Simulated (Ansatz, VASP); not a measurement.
Given: the input of a run of Ansatz 0.2.0 on CoO.

input.yaml

```yaml
crystal:
  lattice:
    - [1.6022198417, 0.9250420569, 2.5664708903]
    - [-1.6022198417, 0.9250420569, 2.5664708903]
    - [0.0, -1.8500841138, 2.5664708903]
  atoms:
    - { symbol: Co, position: [0.99897832, 0.99897832, 0.99897832], spin: 2.0 }
    - { symbol: O, position: [0.75102103, 0.75102103, 0.75102103] }
kpoints:
  mp_grid: { grid: [10, 10, 10] }
scf:
  occupations: { method: gaussian, width: 0.05 }
hamiltonian:
  xc: pbe
  pseudopotentials: { kind: all_electron, lapw: { basis_error: 0.001 } }
magnetization:
  spin_polarized: true
output:
  forces: true
  stress: true
  eigenvalues: true
```

Potentials or basis: all-electron LAPW, scalar-relativistic.

Run with:

```sh
$ ansatz run input.yaml --threads 2 --pin off --max-ram 6144MiB --backend cpu --events-out ev --progress --plain --runs-dir out
```

Problem. Translate it to VASP 6.6.1. Potentials there: VASP PAW PBE potentials, release 64 (Co, O).

Solution. As run (the cutoff follows the program's own potentials):

Contents of INCAR:

```
ALGO = Normal
EDIFF = 1E-6
ENCUT = 520
GGA = PE
ISIF = 2
ISMEAR = 0
ISPIN = 2
LASPH = T
LCHARG = F
LMAXMIX = 4
LORBIT = 11
LREAL = F
LWAVE = F
MAGMOM = 2 0
NBANDS = 18
NELM = 150
PREC = Accurate
SIGMA = 0.05
```

KPOINTS

```
k-points
0
Gamma
  10 10 10
```

File POSCAR:

```
CoO
1.0
    1.6022198417      0.9250420569      2.5664708903
   -1.6022198417      0.9250420569      2.5664708903
    0.0000000000     -1.8500841138      2.5664708903
Co O
1 1
Direct
    0.9989783200      0.9989783200      0.9989783200
    0.7510210300      0.7510210300      0.7510210300
```

Potentials or basis: VASP PAW PBE potentials, release 64 (Co, O).

Launch:

```bash
$ cat potpaw_PBE.64/Co/POTCAR potpaw_PBE.64/O/POTCAR > POTCAR
$ mpirun -np 1 vasp_std > vasp.out
```

Both were run:

|  | VASP | Ansatz | Ansatz less VASP |
| --- | --- | --- | --- |
| gap on the k mesh at the Fermi level (eV) | none | none | - |
| pressure (GPa) | 0.0 | 0.3 | +0.32 |
| traceless stress, the component that is largest in VASP (GPa) | 3.63 | 3.61 | -0.027 |
| rms of the force components (eV/Å) | 0.157 | 0.156 | -0.0013 |
| net moment per atom (μB) | 1.38 | 1.39 | +0.004 |
| size of the moment on the site where the two differ most (μB) | 2.38 | 2.35 | -0.026 |

Site moments also hang on the region over which each program counts them. Atom by atom the forces differ by 0.001 eV/Å (rms over components). A gap of «none» marks a metal or a gap that the smearing closes. Ansatz ran all-electron here, and VASP with PAW potentials.
